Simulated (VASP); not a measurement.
# Ca (I4_1/amd) in VASP: notebook

Ca is run at these levels: PBE; tasks: relaxation of shape and atoms at fixed volume.

Everything below comes from runs of VASP 6.6.1. Logs are shortened: lines on timing, memory, paths and dates and some standing lists are left out, and cuts for length are marked.

## 1. The cell of the first run

Symmetry: I4_1/amd, No. 141, tetragonal system. Conventional cell: a = 5.232 Å, b = 5.232 Å, c = 2.830 Å, α = 90.00°, β = 90.00°, γ = 90.00°. Ca (site symmetry -4m2) has 10 Ca at 2.71 to 3.37 Å within 3.6 Å.

## 2. Relaxation of shape and atoms at fixed volume, PBE

Input file INCAR:

```
  PREC = Accurate
  ENCUT = 600
  EDIFF = 1E-6
  ISMEAR = -1
  SIGMA = 0.05
  LREAL = False
  LASPH = True
  NELM = 60
  ALGO = Normal
  ISIF = 4
  LWAVE = False
  LCHARG = False
  GGA = PE
  IBRION = 2
  NSW = 50
  EDIFFG = -0.005
```

Input file KPOINTS:

```
Automatic mesh
0
Gamma
  12 12 12
```

Input file POSCAR:

```
Ca
1.0
   -2.6161049890      2.6161049890      1.4150256281
    2.6161049890     -2.6161049890      1.4150256281
    2.6161049890      2.6161049890     -1.4150256281
Ca
2
Direct
   -0.3750000000     -0.1250000000     -0.2500000000
    0.3750000000      0.1250000000      0.2500000000
```

Potentials or basis: VASP PAW PBE potentials, release 64 (Ca_sv).

The run is started by

```bash
cat potpaw_PBE.64/Ca_sv/POTCAR > POTCAR
mpirun -np 1 vasp_std > vasp.out
```

OUTCAR:

```text
PREC = Accurate
   ENCUT = 600
   EDIFF = 1E-6
   ISMEAR = -1
   LREAL = False
   LASPH = True
   NELM = 60
   ISIF = 4
   GGA = PE
   IBRION = 2
   NSW = 50
   EDIFFG = -0.005

 ion  position               nearest neighbor table
   1  0.625  0.875  0.750-   2 2.71   2 2.71   2 2.71   2 2.71
   2  0.375  0.125  0.250-   1 2.71   1 2.71   1 2.71   1 2.71

  LATTYP: Found a body centered tetragonal cell.
 ALAT       =     5.2322099780
 C/A-ratio  =     0.5408902296

  Lattice vectors:

 A1 = (  -2.6161049890,   2.6161049890,   1.4150256281)
 A2 = (   2.6161049890,  -2.6161049890,   1.4150256281)
 A3 = (   2.6161049890,   2.6161049890,  -1.4150256281)

Analysis of symmetry for initial positions (statically):
=====================================================================
 Subroutine PRICEL returns:
 Original cell was already a primitive cell.

 Routine SETGRP: Setting up the symmetry group for a
 body centered tetragonal supercell.

 Subroutine GETGRP returns: Found 16 space group operations
 (whereof  4 operations were pure point group operations)
 out of a pool of 16 trial point group operations.

The static configuration has the point symmetry C_2h.
 The point group associated with its full space group is D_4h.

Analysis of symmetry for dynamics (positions and initial velocities):
=====================================================================
 Subroutine PRICEL returns:
 Original cell was already a primitive cell.

 Routine SETGRP: Setting up the symmetry group for a
 body centered tetragonal supercell.

 Subroutine GETGRP returns: Found 16 space group operations
 (whereof  4 operations were pure point group operations)
 out of a pool of 16 trial point group operations.

The dynamic configuration has the point symmetry C_2h.
 The point group associated with its full space group is D_4h.

 Subroutine INISYM returns: Found 16 space group operations
 (whereof  4 operations are pure point group operations),
 and found     1 'primitive' translations

----------------------------------------------------------------------------------------

                                     Primitive cell

  volume of cell :      38.7378

  direct lattice vectors                    reciprocal lattice vectors
    -2.616104989  2.616104989  1.415025628     0.000000000  0.191123828  0.353350491
     2.616104989 -2.616104989  1.415025628     0.191123828  0.000000000  0.353350491
     2.616104989  2.616104989 -1.415025628     0.191123828  0.191123828  0.000000000

  length of vectors
     3.961099362  3.961099362  3.961099362     0.401727379  0.401727379  0.270289910

  position of ions in fractional coordinates (direct lattice)
     0.625000000  0.875000000  0.750000000
     0.375000000  0.125000000  0.250000000

  ion indices of the primitive-cell ions
   primitive index   ion index
                 1           1
                 2           2

----------------------------------------------------------------------------------------

 KPOINTS: Automatic mesh

Automatic generation of k-mesh.
 Grid dimensions read from file:
 generate k-points for:   12   12   12

 Generating k-lattice:

  Cartesian coordinates                     Fractional coordinates (reciprocal lattice)
     0.000000000  0.015926986  0.029445874     0.083333333  0.000000000 -0.000000000
     0.015926986  0.000000000  0.029445874     0.000000000  0.083333333 -0.000000000
     0.015926986  0.015926986  0.000000000     0.000000000  0.000000000  0.083333333

  Length of vectors
     0.033477282  0.033477282  0.022524159

  Shift w.r.t. Gamma in fractional coordinates (k-lattice)
     0.000000000  0.000000000  0.000000000

 Subroutine IBZKPT returns following result:
 ===========================================

 Found    163 irreducible k-points:

 Following reciprocal coordinates:
            Coordinates               Weight
  0.000000  0.000000  0.000000      1.000000
  0.083333  0.000000 -0.000000      8.000000
  0.166667 -0.000000  0.000000      8.000000
  0.250000 -0.000000  0.000000      8.000000
  0.333333  0.000000 -0.000000      8.000000
  0.416667  0.000000 -0.000000      8.000000
[... 16 lines left out ...]
  0.500000  0.166667  0.000000     16.000000
 -0.416667  0.166667  0.000000     16.000000
 [... further k-points ...]
   k-points           NKPTS =    163   k-points in BZ     NKDIM =    163   number of bands    NBANDS=     14
   number of dos      NEDOS =    301   number of ions     NIONS =      2
   total plane-waves  NPLWV =  32768
   dimension x,y,z NGX =    32 NGY =   32 NGZ =   32
   dimension x,y,z NGXF=    64 NGYF=   64 NGZF=   64
   ions per type =               2
   NGX,Y,Z   is equivalent  to a cutoff of  13.43, 13.43, 13.43 a.u.
   NGXF,Y,Z  is equivalent  to a cutoff of  26.86, 26.86, 26.86 a.u.
 SYSTEM =  unknown system
   PREC   = accura    normal or accurate (medium, high low for compatibility)
   ISTART =      0    job   : 0-new  1-cont  2-samecut
   ICHARG =      2    charge: 1-file 2-atom 10-const
   ISPIN  =      1    spin polarized calculation?
   LNONCOLLINEAR =      F non collinear calculations
   LSORBIT =      F    spin-orbit coupling
   LASPH  =      T    aspherical Exc in radial PAW
   ENCUT  =  600.0 eV  44.10 Ry    6.64 a.u.   7.91  7.91  7.91*2*pi/ulx,y,z
   NELM   =     60;   NELMIN=  2; NELMDL= -5     # of ELM steps
   EDIFF  = 0.1E-05   stopping-criterion for ELM
   LREAL  =      F    real-space projection
   EDIFFG = -.5E-02   stopping-criterion for IOM
   NSW    =     50    number of steps for IOM
   IBRION =      2    ionic relax: 0-MD 1-quasi-New 2-CG
   NFREE  =      1    steps in history (QN), initial steepest desc. (CG)
   ISIF   =      4    stress and relaxation
   ISYM   =      2    0-nonsym 1-usesym 2-fastsym
   POTIM  = 0.5000    time-step for ionic-motion
   TEBEG  =    0.0;   TEEND  =   0.0 temperature during run
   PSTRESS=    0.0 pullay stress
   NELECT =      20.0000    total number of electrons
   NUPDOWN=      -1.0000    fix difference up-down
   EMIN   =  10.00;   EMAX   =-10.00  energy-range for DOS
   EFERMI =   0.00;   METHOD = LEGACY
   ISMEAR =    -1;   SIGMA  =   0.05  broadening in eV -4-tet -1-fermi 0-gaus
   EFERMI_NEDOS =   21; number of points for ismear=-14 and -15
   IALGO  =     38    algorithm
   IMIX   =      4    mixing-type and parameters
     AMIX     =   0.40;   BMIX     =  1.00
     AMIX_MAG =   1.60;   BMIX_MAG =  1.00
  volume/ion in A,a.u.               =      19.37       130.71
  Fermi-wavevector in a.u.,A,eV,Ry     =   1.313328  2.481831 23.467752  1.724831
  Thomas-Fermi vector in A             =   2.443659
   LORBIT       =      0    0 simple, 1 ext, 2 COOP (PROOUT), +10 PAW based schemes
   GGA     = PE    functional components
   LHFCALC =     F    Hartree Fock is set to
   AEXX    =    0.0000 exact exchange contribution
   IVDW    =     0    specifies the selected vdW correction
   LEPSILON=     F    determine dielectric tensor
   LRPA    =     F    only Hartree local field effects (RPA)
 conjugate gradient relaxation of ions
 non-spin polarized calculation
  energy-cutoff  :      600.00
  volume of cell :       38.74
 maximum number of plane-waves:      1320
   NGX = 15   NGY = 15   NGZ = 15

--------------------------------------- Ionic step        1  -------------------------------------------

 number of electron      20.0000003 magnetization

 Free energy of the ion-electron system (eV)
  ---------------------------------------------------
  ext. energy  EPLUGINS =         0.00000000
  ---------------------------------------------------
  free energy    TOTEN  =        -0.41048627 eV

  energy without entropy =       -0.40334381  energy(sigma->0) =       -0.40691504

------------------------ aborting loop because EDIFF is reached ----------------------------------------

  FORCE on cell =-STRESS in cart. coord.  units (eV):
  Direction    XX          YY          ZZ          XY          YZ          ZX
  --------------------------------------------------------------------------------------
  -------------------------------------------------------------------------------------
  Total        8.7123046      8.7123046      8.3399818      0.0000000      0.0000000      0.0000000
  in kB      360.3371158    360.3371158    344.9380055      0.0000000      0.0000000      0.0000000
  external PRESSURE =     355.2040790 kB  Pullay stress =       0.0000000 kB
[... 57 lines left out ...]
  energy  without entropy=       -0.4049749594  energy(sigma->0) =       -0.40842842

--------------------------------------- Ionic step        3  -------------------------------------------

 number of electron      20.0000003 magnetization

 Free energy of the ion-electron system (eV)
  ---------------------------------------------------
  ext. energy  EPLUGINS =         0.00000000
  ---------------------------------------------------
  free energy    TOTEN  =        -0.41197088 eV

  energy without entropy =       -0.40513609  energy(sigma->0) =       -0.40855348

 E-fermi :   5.8417     XC(G=0): -10.6092

 val. band max:        5.8118306313   @ k =   0.3333   0.2500   0.1667
 cond. band min:       5.8494476858   @ k =  -0.3333  -0.4167   0.3333
 fundamental gap:      0.0376170545
 Fermi energy:         5.8416979109

 k-point     1 :       0.0000    0.0000    0.0000
  band No.  band energies     occupation
      1     -35.1708      2.00000
      2     -34.5113      2.00000
      3     -16.6718      2.00000
      4     -16.6718      2.00000
      5     -15.2480      2.00000
      6     -15.2353      2.00000
      7     -15.1604      2.00000
      8     -15.1604      2.00000
      9       1.5464      2.00000
     10       3.8502      2.00000
     11       6.9218      0.00000
     12       6.9733      0.00000
     13       7.8774      0.00000
     14      11.1103      0.00000
[... 375 lines left out ...]
 k-point    24 :      -0.4167    0.1667    0.0000
  band No.  band energies     occupation
      1     -34.8929      2.00000
      2     -34.5647      2.00000
      3     -16.5859      2.00000
      4     -16.2646      2.00000
      5     -16.1349      2.00000
      6     -15.7492      2.00000
      7     -15.6003      2.00000
      8     -15.1696      2.00000
      9       4.0754      2.00000
     10       5.0634      2.00000
     11       6.7222      0.00000
     12       7.6026      0.00000
     13       8.3873      0.00000
     14       9.0751      0.00000

 [... further k-points ...]

------------------------ aborting loop because EDIFF is reached ----------------------------------------

  FORCE on cell =-STRESS in cart. coord.  units (eV):
  Direction    XX          YY          ZZ          XY          YZ          ZX
  --------------------------------------------------------------------------------------
  -------------------------------------------------------------------------------------
  Total        8.5851921      8.5851921      8.5809044     -0.0000000     -0.0000000     -0.0000000
  in kB      355.0797988    355.0797988    354.9024590     -0.0000000     -0.0000000     -0.0000000
  external PRESSURE =     355.0206855 kB  Pullay stress =       0.0000000 kB
[... 17 lines left out ...]
  FREE ENERGIE OF THE ION-ELECTRON SYSTEM (eV)
  ---------------------------------------------------
  free  energy   TOTEN  =        -0.4119708816 eV

  energy  without entropy=       -0.4051360862  energy(sigma->0) =       -0.40855348

 reached required accuracy - stopping structural energy minimisation
```

It took 2.7 min on 1 thread of Intel Xeon 8259CL, shared host; peak memory 0.25 GiB.

Results:

| Item | Value |
| --- | --- |
| Free energy | -0.4120 eV |
| Energy gained by relaxing | 0.7 meV/atom |
| Ionic steps | 3 |
| Pressure after relaxing | 35.5 GPa |
| Band gap on the k mesh | zero (bands 10 and 11 overlap by 0.75 eV) |

The path:
```csv
step,energy change (eV),largest force (eV/Å),pressure (GPa),volume (Å³)
1,0.0000,0.0000,35.52,38.74
2,-0.0014,0.0000,35.50,38.74
3,-0.0015,0.0000,35.50,38.74
```

Final structure:
```xyz
2
Lattice="-2.6264 2.6264 1.4039 2.6264 -2.6264 1.4039 2.6264 2.6264 -1.4039" Properties=species:S:1:pos:R:3 pbc="T T T"
Ca    2.6264    1.3132    1.0529
Ca    0.0000    1.3132    0.3510
```

## 3. Relaxation of shape and atoms at fixed volume, PBE

This run uses another cell than the first one, of 23.67 Å³/atom.

Input file INCAR:

```
ALGO = Normal ; EDIFF = 1E-6
EDIFFG = -0.005 ; ENCUT = 600
GGA = PE ; IBRION = 2
ISIF = 4 ; ISMEAR = -1
LASPH = T ; LCHARG = F
LREAL = F ; LWAVE = F
NELM = 100 ; NSW = 50
PREC = Accurate ; SIGMA = 0.05
```

Input file KPOINTS:

```
k-points
0
Gamma
  12 12 12
```

Input file POSCAR:

```
Ca
1.0
   -2.7970821876      2.7970821876      1.5129144266
    2.7970821876     -2.7970821876      1.5129144266
    2.7970821876      2.7970821876     -1.5129144266
Ca
2
Direct
   -0.3750000000     -0.1250000000     -0.2500000000
    0.3750000000      0.1250000000      0.2500000000
```

Potentials or basis: VASP PAW PBE potentials, release 64 (Ca_sv).

The run is started by

```bash
cat potpaw_PBE.64/Ca_sv/POTCAR > POTCAR
mpirun -np 1 vasp_std > vasp.out
```

OUTCAR:

```text
EDIFF = 1E-6
   EDIFFG = -0.005
   ENCUT = 600
   GGA = PE
   IBRION = 2
   ISIF = 4
   ISMEAR = -1
   LASPH = T
   LREAL = F
   NELM = 100
   NSW = 50
   PREC = Accurate

 ion  position               nearest neighbor table
   1  0.625  0.875  0.750-   2 2.90   2 2.90   2 2.90   2 2.90
   2  0.375  0.125  0.250-   1 2.90   1 2.90   1 2.90   1 2.90

  LATTYP: Found a body centered tetragonal cell.
 ALAT       =     5.5941643752
 C/A-ratio  =     0.5408902296

  Lattice vectors:

 A1 = (  -2.7970821876,   2.7970821876,   1.5129144266)
 A2 = (   2.7970821876,  -2.7970821876,   1.5129144266)
 A3 = (   2.7970821876,   2.7970821876,  -1.5129144266)

Analysis of symmetry for initial positions (statically):
=====================================================================
 Subroutine PRICEL returns:
 Original cell was already a primitive cell.

 Routine SETGRP: Setting up the symmetry group for a
 body centered tetragonal supercell.

 Subroutine GETGRP returns: Found 16 space group operations
 (whereof  4 operations were pure point group operations)
 out of a pool of 16 trial point group operations.

The static configuration has the point symmetry C_2h.
 The point group associated with its full space group is D_4h.

Analysis of symmetry for dynamics (positions and initial velocities):
=====================================================================
[... 236 lines left out ...]
  ext. energy  EPLUGINS =         0.00000000
  ---------------------------------------------------
  free energy    TOTEN  =        -1.83486521 eV

  energy without entropy =       -1.82889255  energy(sigma->0) =       -1.83187888

 E-fermi :   4.5079     XC(G=0):  -9.7578

 val. band max:        4.5012660172   @ k =  -0.2500  -0.2500   0.1667
 cond. band min:       4.5116031645   @ k =  -0.2500   0.4167   0.2500
 fundamental gap:      0.0103371473
 Fermi energy:         4.5078753135

 k-point     1 :       0.0000    0.0000    0.0000
  band No.  band energies     occupation
      1     -36.4881      2.00000
      2     -36.1465      2.00000
      3     -17.8545      2.00000
      4     -17.8545      2.00000
      5     -17.0142      2.00000
      6     -17.0052      2.00000
      7     -16.9247      2.00000
      8     -16.9247      2.00000
      9       0.1812      2.00000
     10       3.2602      2.00000
     11       5.7004      0.00000
     12       5.8349      0.00000
     13       6.6589      0.00000
     14       9.2802      0.00000
[... 377 lines left out ...]
      1     -36.3478      2.00000
      2     -36.1766      2.00000
      3     -17.8015      2.00000
      4     -17.6018      2.00000
      5     -17.5230      2.00000
      6     -17.2900      2.00000
      7     -17.1926      2.00000
      8     -16.9309      2.00000
      9       2.4175      2.00000
     10       4.0282      1.99986
     11       5.4819      0.00000
     12       6.3082      0.00000
     13       6.8194      0.00000
     14       7.4667      0.00000

 [... further k-points ...]

------------------------ aborting loop because EDIFF is reached ----------------------------------------

  FORCE on cell =-STRESS in cart. coord.  units (eV):
  Direction    XX          YY          ZZ          XY          YZ          ZX
  --------------------------------------------------------------------------------------
  -------------------------------------------------------------------------------------
  Total        5.6832501      5.6832501      5.6860726      0.0000000      0.0000000     -0.0000000
  in kB      192.3191529    192.3191529    192.4146677      0.0000000      0.0000000     -0.0000000
  external PRESSURE =     192.3509912 kB  Pullay stress =       0.0000000 kB
[... 17 lines left out ...]
  FREE ENERGIE OF THE ION-ELECTRON SYSTEM (eV)
  ---------------------------------------------------
  free  energy   TOTEN  =        -1.8348652077 eV

  energy  without entropy=       -1.8288925524  energy(sigma->0) =       -1.83187888

 reached required accuracy - stopping structural energy minimisation
```

It took 4.6 min on 1 thread of Intel Xeon 8259CL, shared host; peak memory 0.29 GiB.

What came out:

```
Free energy               : -1.8349 eV
Energy gained by relaxing : 0.2 meV/atom
Ionic steps               : 3
Pressure after relaxing   : 19.2 GPa
Band gap on the k mesh    : zero (bands 10 and 11 overlap by 0.41 eV)
```

Step by step:
```tsv
step	energy change (eV)	largest force (eV/Å)	pressure (GPa)	volume (Å³)
1	0.0000	0.0000	19.25	47.35
2	-0.0003	0.0000	19.25	47.35
3	-0.0003	0.0000	19.24	47.35
```

Final structure:
```xyz
2
Lattice="-2.8023 2.8023 1.5073 2.8023 -2.8023 1.5073 2.8023 2.8023 -1.5073" Properties=species:S:1:pos:R:3 pbc="T T T"
Ca    2.8023    1.4011    1.1305
Ca    0.0000    1.4011    0.3768
```

Levels at points of the mesh, in eV from the Fermi level:
```tsv
k point	band 8	band 9	band 10	band 11	band 12	band 13
(0.00, 0.00, 0.00)	-21.43	-4.33	-1.25	1.19	1.33	2.15
(0.50, 0.00, 0.00)	-21.38	-0.82	-0.61	0.35	2.10	2.33
(0.50, 0.50, 0.00)	-21.47	-1.81	-1.81	1.36	1.36	2.65
(0.50, 0.50, 0.50)	-21.32	-0.67	-0.67	0.74	0.74	2.28
```

The gap in the log of VASP goes by the Fermi energy; the results here count the filled bands.